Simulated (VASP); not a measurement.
A run of VASP 6.6.1:

Contents of INCAR:

```
SYSTEM = Au
  PREC = Accurate
  ENCUT = 520
  EDIFF = 1E-6
  ISMEAR = -1
  SIGMA = 0.05
  LREAL = .False.
  LASPH = .True.
  NELM = 80
  ALGO = Fast
  ISIF = 2
  LWAVE = .False.
  LCHARG = .False.
  GGA = RP
  NBANDS = 12
```

Contents of KPOINTS:

```
Automatic mesh
0
Gamma
  6 6 6
  0 0 0
```

POSCAR

```
Au
1.0
    0.0000000000      2.0350000000      2.0350000000
    2.0350000000      0.0000000000      2.0350000000
    2.0350000000      2.0350000000      0.0000000000
Au
1
Direct
    0.0000000000      0.0000000000      0.0000000000
```

Potentials or basis: VASP PAW PBE potentials, release 64 (Au).

Launch:

```console
$ cat potpaw_PBE.64/Au/POTCAR > POTCAR
$ mpirun -np 1 vasp_std > vasp.out
```

Hardware: 1 thread of Intel(R) Xeon(R) Platinum 8488C (Sapphire Rapids), on a shared host.

Question: How long does it take, and how much memory?

Answer: Wall time 4.8 s on 1 thread of Intel(R) Xeon(R) Platinum 8488C (Sapphire Rapids), on a shared host, peak memory 0.14 GiB. Counts: scf iterations 12, k points 16.
